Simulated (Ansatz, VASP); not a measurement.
Given: the input of a run of Ansatz 0.2.0 on BaTiO3.

The input input.yaml:

```yaml
crystal:
  lattice:
    - [4.0587165717, 0.0, 0.0]
    - [0.0, 4.0587165717, 0.0]
    - [0.0, 0.0, 4.0587165717]
  atoms:
    - { symbol: Ba, position: [0.5, 0.5, 0.5] }
    - { symbol: Ti, position: [0.0, 0.0, 0.0] }
    - { symbol: O, position: [0.0, 0.0, 0.5] }
    - { symbol: O, position: [0.0, 0.5, 0.0] }
    - { symbol: O, position: [0.5, 0.0, 0.0] }
kpoints:
  mp_grid: { grid: [7, 7, 7] }
scf:
  occupations: { method: fermi_dirac, width: 0.05 }
hamiltonian:
  xc: pbesol
  pseudopotentials: { kind: all_electron, lapw: { basis_error: 0.001 } }
output:
  forces: true
  stress: true
  eigenvalues: true
```

Potentials or basis: all-electron LAPW, scalar-relativistic.

Launch:

```console
$ ansatz run input.yaml --threads 4 --pin off --max-ram 12288MiB --backend cpu --events-out ev --progress --plain --runs-dir out
```

Question: Translate it to VASP 6.6.1. Potentials there: VASP PAW PBE potentials, release 64 (Ba_sv, Ti_sv, O).

Answer: As run (the cutoff follows the program's own potentials):

File INCAR:

```
  ALGO = Normal
  EDIFF = 1E-6
  ENCUT = 520
  GGA = PS
  ISIF = 2
  ISMEAR = -1
  LASPH = True
  LCHARG = False
  LREAL = False
  LWAVE = False
  NBANDS = 28
  NELM = 80
  PREC = Accurate
  SIGMA = 0.05
```

Contents of KPOINTS:

```
k-points
0
Gamma
  7 7 7
```

File POSCAR:

```
BaTiO3
1.0
    4.0587165717      0.0000000000      0.0000000000
    0.0000000000      4.0587165717      0.0000000000
    0.0000000000      0.0000000000      4.0587165717
Ba Ti O
1 1 3
Direct
    0.5000000000      0.5000000000      0.5000000000
    0.0000000000      0.0000000000      0.0000000000
    0.0000000000      0.0000000000      0.5000000000
    0.0000000000      0.5000000000      0.0000000000
    0.5000000000      0.0000000000      0.0000000000
```

Potentials or basis: VASP PAW PBE potentials, release 64 (Ba_sv, Ti_sv, O).

Command:

```sh
$ cat potpaw_PBE.64/Ba_sv/POTCAR potpaw_PBE.64/Ti_sv/POTCAR potpaw_PBE.64/O/POTCAR > POTCAR
$ mpirun -np 1 vasp_std > vasp.out
```

Both were run:

|  | VASP | Ansatz | Ansatz less VASP |
| --- | --- | --- | --- |
| gap on the k mesh at the Fermi level (eV) | 1.68 | 1.73 | +0.056 |
| least direct gap on the mesh (eV) | 1.80 | 1.82 | +0.021 |
| pressure (GPa) | -8.8 | -10.3 | -1.53 |

VASP's potentials were made for PBE, not for PBEsol. Ansatz ran all-electron here, and VASP with PAW potentials.

Neither program's run includes spin-orbit coupling.
